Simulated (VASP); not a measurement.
# Pd (Fm-3m) in VASP: a series of runs

Aim: see how the results for Pd move with the level of theory and the settings. Levels: PBE, LDA. Tasks: single point.

Everything below comes from runs of VASP 6.6.1. Logs are shortened: lines on timing, memory, paths and dates and some standing lists are left out, and cuts for length are marked.

### 1 The cell of the first run

The structure is cubic, space group Fm-3m (No. 225). The conventional cell has a = 3.893 Å, b = 3.893 Å, c = 3.893 Å, α = 90.00°, β = 90.00°, γ = 90.00°. Pd (site symmetry m-3m) has 12 Pd at 2.75 Å within 3.6 Å.

### 2 Single point, PBE

INCAR

```
SYSTEM = Pd
PREC = Accurate
ENCUT = 520
EDIFF = 1E-6
ISMEAR = 0
SIGMA = 0.023
LREAL = .FALSE.
LASPH = .TRUE.
NELM = 60
ALGO = Fast
ISIF = 2
LWAVE = .FALSE.
LCHARG = .FALSE.
GGA = PE
NBANDS = 11
```

KPOINTS

```
Automatic mesh
0
G
  12 12 12
  0 0 0
```

POSCAR

```
Pd
1.0
    0.0000000000      1.9465000000      1.9465000000
    1.9465000000      0.0000000000      1.9465000000
    1.9465000000      1.9465000000      0.0000000000
Pd
1
Direct
    0.0000000000      0.0000000000      0.0000000000
```

Potentials or basis: VASP PAW PBE potentials, release 64 (Pd).

On the command line:

```
> cat potpaw_PBE.64/Pd/POTCAR > POTCAR
> mpirun -np 1 vasp_std > vasp.out
```

OUTCAR:

```text
SYSTEM = Pd
   PREC = Accurate
   ENCUT = 520
   EDIFF = 1E-6
   ISMEAR = 0
   LREAL = .FALSE.
   LASPH = .TRUE.
   NELM = 60
   ISIF = 2
   GGA = PE

 ion  position               nearest neighbor table
   1  0.000  0.000  0.000-

  LATTYP: Found a face centered cubic cell.
 ALAT       =     3.8930000000

  Lattice vectors:

 A1 = (   0.0000000000,   1.9465000000,   1.9465000000)
 A2 = (   1.9465000000,   0.0000000000,   1.9465000000)
 A3 = (   1.9465000000,   1.9465000000,   0.0000000000)

Analysis of symmetry for initial positions (statically):
[... 33 lines left out ...]
                                     Primitive cell

  volume of cell :      14.7500

  direct lattice vectors                    reciprocal lattice vectors
     0.000000000  1.946500000  1.946500000    -0.256871307  0.256871307  0.256871307
     1.946500000  0.000000000  1.946500000     0.256871307 -0.256871307  0.256871307
     1.946500000  1.946500000  0.000000000     0.256871307  0.256871307 -0.256871307

  length of vectors
     2.752766699  2.752766699  2.752766699     0.444914156  0.444914156  0.444914156

  position of ions in fractional coordinates (direct lattice)
     0.000000000  0.000000000  0.000000000

  ion indices of the primitive-cell ions
   primitive index   ion index
                 1           1

----------------------------------------------------------------------------------------

 KPOINTS: Automatic mesh

Automatic generation of k-mesh.
 Grid dimensions read from file:
 generate k-points for:   12   12   12

 Generating k-lattice:

  Cartesian coordinates                     Fractional coordinates (reciprocal lattice)
    -0.021405942  0.021405942  0.021405942     0.083333333  0.000000000  0.000000000
     0.021405942 -0.021405942  0.021405942     0.000000000  0.083333333  0.000000000
     0.021405942  0.021405942 -0.021405942     0.000000000  0.000000000  0.083333333

  Length of vectors
     0.037076180  0.037076180  0.037076180

  Shift w.r.t. Gamma in fractional coordinates (k-lattice)
     0.000000000  0.000000000  0.000000000

 Subroutine IBZKPT returns following result:
 ===========================================

 Found     72 irreducible k-points:

 Following reciprocal coordinates:
            Coordinates               Weight
  0.000000  0.000000  0.000000      1.000000
  0.083333  0.000000  0.000000      8.000000
  0.166667  0.000000  0.000000      8.000000
  0.250000  0.000000  0.000000      8.000000
  0.333333  0.000000  0.000000      8.000000
  0.416667  0.000000  0.000000      8.000000
[... 16 lines left out ...]
  0.500000  0.166667  0.000000     24.000000
 -0.416667  0.166667  0.000000     24.000000
 [... further k-points ...]
   k-points           NKPTS =     72   k-points in BZ     NKDIM =     72   number of bands    NBANDS=     11
   number of dos      NEDOS =    301   number of ions     NIONS =      1
   total plane-waves  NPLWV =   8000
   dimension x,y,z NGX =    20 NGY =   20 NGZ =   20
   dimension x,y,z NGXF=    40 NGYF=   40 NGZF=   40
   ions per type =               1
   NGX,Y,Z   is equivalent  to a cutoff of  12.08, 12.08, 12.08 a.u.
   NGXF,Y,Z  is equivalent  to a cutoff of  24.16, 24.16, 24.16 a.u.
 SYSTEM =  Pd
   PREC   = accura    normal or accurate (medium, high low for compatibility)
   ISTART =      0    job   : 0-new  1-cont  2-samecut
   ICHARG =      2    charge: 1-file 2-atom 10-const
   ISPIN  =      1    spin polarized calculation?
   LNONCOLLINEAR =      F non collinear calculations
   LSORBIT =      F    spin-orbit coupling
   LASPH  =      T    aspherical Exc in radial PAW
   ENCUT  =  520.0 eV  38.22 Ry    6.18 a.u.   5.12  5.12  5.12*2*pi/ulx,y,z
   NELM   =     60;   NELMIN=  2; NELMDL= -5     # of ELM steps
   EDIFF  = 0.1E-05   stopping-criterion for ELM
   LREAL  =      F    real-space projection
   EDIFFG = 0.1E-04   stopping-criterion for IOM
   NSW    =      0    number of steps for IOM
   IBRION =     -1    ionic relax: 0-MD 1-quasi-New 2-CG
   NFREE  =      0    steps in history (QN), initial steepest desc. (CG)
   ISIF   =      2    stress and relaxation
   ISYM   =      2    0-nonsym 1-usesym 2-fastsym
   POTIM  = 0.5000    time-step for ionic-motion
   TEBEG  =    0.0;   TEEND  =   0.0 temperature during run
   PSTRESS=    0.0 pullay stress
   NELECT =      10.0000    total number of electrons
   NUPDOWN=      -1.0000    fix difference up-down
   EMIN   =  10.00;   EMAX   =-10.00  energy-range for DOS
   EFERMI =   0.00;   METHOD = LEGACY
   ISMEAR =     0;   SIGMA  =   0.02  broadening in eV -4-tet -1-fermi 0-gaus
   EFERMI_NEDOS =   21; number of points for ismear=-14 and -15
   IALGO  =     68    algorithm
   IMIX   =      4    mixing-type and parameters
     AMIX     =   0.40;   BMIX     =  1.00
     AMIX_MAG =   1.60;   BMIX_MAG =  1.00
  volume/ion in A,a.u.               =      14.75        99.54
  Fermi-wavevector in a.u.,A,eV,Ry     =   1.438171  2.717748 28.141404  2.068335
  Thomas-Fermi vector in A             =   2.557167
   LORBIT       =      0    0 simple, 1 ext, 2 COOP (PROOUT), +10 PAW based schemes
   GGA     = PE    functional components
   LHFCALC =     F    Hartree Fock is set to
   AEXX    =    0.0000 exact exchange contribution
   IVDW    =     0    specifies the selected vdW correction
   LEPSILON=     F    determine dielectric tensor
   LRPA    =     F    only Hartree local field effects (RPA)
 non-spin polarized calculation
 RMM-DIIS sequential band-by-band and
 Gauss-broadening in eV      SIGMA  =   0.02
  energy-cutoff  :      520.00
  volume of cell :       14.75
 maximum number of plane-waves:       415
   NGX = 11   NGY = 11   NGZ = 11

 number of electron      10.0000000 magnetization

 number of electron       9.9999999 magnetization

 Free energy of the ion-electron system (eV)
  ---------------------------------------------------
  ext. energy  EPLUGINS =         0.00000000
  ---------------------------------------------------
  free energy    TOTEN  =        -5.20812089 eV

  energy without entropy =       -5.20646371  energy(sigma->0) =       -5.20729230

 E-fermi :   9.7466     XC(G=0): -13.1863

 val. band max:        9.7461014515   @ k =  -0.4167   0.3333   0.0833
 cond. band min:       9.7475284714   @ k =   0.5000   0.0000   0.0000
 fundamental gap:      0.0014270198
 Fermi energy:         9.7465948234

 k-point     1 :       0.0000    0.0000    0.0000
  band No.  band energies     occupation
      1       2.6435      2.00000
      2       6.9349      2.00000
      3       6.9349      2.00000
      4       6.9349      2.00000
      5       8.5471      2.00000
      6       8.5471      2.00000
      7      26.9749      0.00000
      8      31.7554      0.00000
      9      31.7554      0.00000
     10      31.7554      0.00000
     11      37.0028      0.00000

 k-point     2 :       0.0833    0.0000    0.0000
  band No.  band energies     occupation
      1       2.8937      2.00000
      2       6.8492      2.00000
      3       7.0198      2.00000
      4       7.0198      2.00000
      5       8.5083      2.00000
      6       8.5083      2.00000
      7      27.2262      0.00000
      8      30.2605      0.00000
      9      32.0418      0.00000
     10      32.0418      0.00000
     11      37.6571      0.00000

 k-point     3 :       0.1667    0.0000    0.0000
  band No.  band energies     occupation
      1       3.5709      2.00000
      2       6.7016      2.00000
      3       7.1915      2.00000
      4       7.1915      2.00000
      5       8.4825      2.00000
      6       8.4825      2.00000
      7      27.0411      0.00000
      8      28.2879      0.00000
      9      32.7861      0.00000
     10      32.7861      0.00000
     11      36.1186      0.00000

 k-point     4 :       0.2500    0.0000    0.0000
  band No.  band energies     occupation
      1       4.3258      2.00000
      2       6.9095      2.00000
      3       7.2278      2.00000
      4       7.2278      2.00000
      5       8.6967      2.00000
      6       8.6967      2.00000
      7      24.3128      0.00000
      8      28.0223      0.00000
      9      33.4277      0.00000
     10      33.4277      0.00000
     11      35.6544      0.00000

 k-point     5 :       0.3333    0.0000    0.0000
  band No.  band energies     occupation
      1       4.5866      2.00000
      2       7.0918      2.00000
      3       7.0918      2.00000
      4       8.0583      2.00000
      5       9.1495      2.00000
      6       9.1495      2.00000
      7      21.2439      0.00000
      8      27.2752      0.00000
      9      32.5889      0.00000
     10      32.5889      0.00000
     11      36.1820      0.00000
[... 211 lines left out ...]
 k-point    21 :       0.3333    0.1667    0.0000
  band No.  band energies     occupation
      1       5.0444      2.00000
      2       6.1360      2.00000
      3       7.1181      2.00000
      4       7.7792      2.00000
      5       9.3582      2.00000
      6       9.3794      2.00000
      7      23.7639      0.00000
      8      28.0296      0.00000
      9      28.7000      0.00000
     10      30.8834      0.00000
     11      36.0321      0.00000

 k-point    22 :       0.4167    0.1667    0.0000
  band No.  band energies     occupation
      1       5.0765      2.00000
      2       6.5142      2.00000
      3       7.1147      2.00000
      4       7.6406      2.00000
      5       9.7034      1.99209
      6      10.9768      0.00000
      7      20.5892      0.00000
      8      27.0386      0.00000
      9      28.3583      0.00000
     10      30.1136      0.00000
     11      38.0210      0.00000

 k-point    23 :       0.5000    0.1667    0.0000
  band No.  band energies     occupation
      1       5.0396      2.00000
      2       6.4547      2.00000
      3       7.4949      2.00000
      4       7.6437      2.00000
      5       9.7904      0.00705
      6      12.8489      0.00000
      7      17.8791      0.00000
      8      26.1922      0.00000
      9      28.6246      0.00000
     10      29.1502      0.00000
     11      38.1831      0.00000

 k-point    24 :      -0.4167    0.1667    0.0000
  band No.  band energies     occupation
      1       5.0916      2.00000
      2       6.4617      2.00000
      3       7.4259      2.00000
      4       7.8476      2.00000
      5       9.5215      2.00000
      6      13.3998      0.00000
      7      17.3721      0.00000
      8      25.6202      0.00000
      9      28.6580      0.00000
     10      29.6807      0.00000
     11      37.6308      0.00000

 [... further k-points ...]
[... 5 lines left out ...]
  --------------------------------------------------------------------------------------
  -------------------------------------------------------------------------------------
  Total        0.6136496      0.6136496      0.6136496     -0.0000000      0.0000000      0.0000000
  in kB       66.6557824     66.6557824     66.6557824     -0.0000000      0.0000000      0.0000000
  external PRESSURE =      66.6557824 kB  Pullay stress =       0.0000000 kB

 VOLUME and BASIS-vectors are now :
 -----------------------------------------------------------------------------
  energy-cutoff  :      520.00
  volume of cell :       14.75
      direct lattice vectors                 reciprocal lattice vectors
     0.000000000  1.946500000  1.946500000    -0.256871307  0.256871307  0.256871307
     1.946500000  0.000000000  1.946500000     0.256871307 -0.256871307  0.256871307
     1.946500000  1.946500000  0.000000000     0.256871307  0.256871307 -0.256871307

 POSITION                                       TOTAL-FORCE (eV/Angst)
 -----------------------------------------------------------------------------------
      0.00000      0.00000      0.00000         0.000000      0.000000      0.000000
 -----------------------------------------------------------------------------------
    total drift:                                0.000000      0.000000      0.000000

  FREE ENERGIE OF THE ION-ELECTRON SYSTEM (eV)
  ---------------------------------------------------
  free  energy   TOTEN  =        -5.2081208906 eV

  energy  without entropy=       -5.2064637084  energy(sigma->0) =       -5.20729230
```

Wall time 4.5 s (1 thread of Intel Xeon 6975P-C (Granite Rapids), shared host); peak memory 0.12 GiB.

What came out:

```yaml
Free_energy: -5.2081 eV
Pressure: 6.7 GPa
Band_gap_on_the_k_mesh: zero (band 5 reaches 10.06 eV, above the bottom of band 6 at 8.48 eV)
```

(Continued in part 2 of 2.)
